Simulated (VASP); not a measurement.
A run of VASP 6.6.1 is set up as follows.

Contents of INCAR:

```
ALGO     = Normal         # electronic algorithm
EDIFF    = 1E-6           # SCF threshold, eV
ENCUT    = 520            # plane-wave cutoff, eV
GGA      = PE             # functional
ISIF     = 2              # what is computed and relaxed
ISMEAR   = -1             # smearing method
LASPH    = True           # aspherical terms in the spheres
LCHARG   = True           # write CHGCAR
LELF     = True           # ELF
LREAL    = False          # projectors in reciprocal space
LVHAR    = True         
LWAVE    = False          # write WAVECAR
NBANDS   = 22             # bands
NELM     = 80             # most SCF steps
PREC     = Accurate       # precision mode
SIGMA    = 0.02           # smearing width, eV
```

Contents of KPOINTS:

```
k-points
0
Gamma
  8 8 8
```

File POSCAR:

```
Bi
1.0
    2.2611931464      1.3055004718      4.0217690962
   -2.2611931464      1.3055004718      4.0217690962
    0.0000000000     -2.6110009436      4.0217690962
Bi
2
Direct
    0.2327530106      0.2327530106      0.2327530106
    0.7672469894      0.7672469894      0.7672469894
```

Potentials or basis: VASP PAW PBE potentials, release 64 (Bi_d).

Launch:

```sh
$ cat potpaw_PBE.64/Bi_d/POTCAR > POTCAR
$ mpirun -np 1 vasp_std > vasp.out
```

(1) What does it give for the largest force?

(2) Estimate the pressure.

## Answers

(1) 0.225 eV/Å.

(2) 1.8 GPa.
